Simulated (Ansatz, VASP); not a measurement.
One calculation of Be3C2, two programs

```
CELL_PARAMETERS angstrom
3.02458 0.00000 0.00000
-1.51229 2.61936 0.00000
0.00000 0.00000 4.50162
ATOMIC_POSITIONS crystal
Be 0.00000 0.00000 0.00000
Be 0.33333 0.66667 0.67190
Be 0.66667 0.33333 0.32810
C 0.33333 0.66667 0.24603
C 0.66667 0.33333 0.75397
```

Alike in both runs: task relaxation of cell and atoms; functional r2SCAN; k mesh 12 × 12 × 8; occupations gaussian, width 0.1 eV; no spin polarisation.

```csv
,VASP,Ansatz
version,VASP 6.6.1,Ansatz 0.2.0
potentials or method,"VASP PAW PBE potentials, release 64 (Be, C), cutoff 600 eV","scalar-relativistic, plane waves, PAW"
valence electrons in the cell,14,14
```

Ansatz gave:

| Item | Value |
| --- | --- |
| gap on the k mesh at the Fermi level, each at its own relaxed structure (eV) | none |
| relaxed volume (Å³/atom) | 7.13 |
| relaxed length of the cell vector where the two differ most in proportion (Å) | 3.025 |

Task: Estimate VASP's values.

Result: gap on the k mesh at the Fermi level, each at its own relaxed structure (eV): none; relaxed volume (Å³/atom): 7.15; relaxed length of the cell vector where the two differ most in proportion (Å): 3.028.

VASP's potentials were made for PBE, not for r2SCAN. A gap of «none» marks a metal or a gap that the smearing closes.
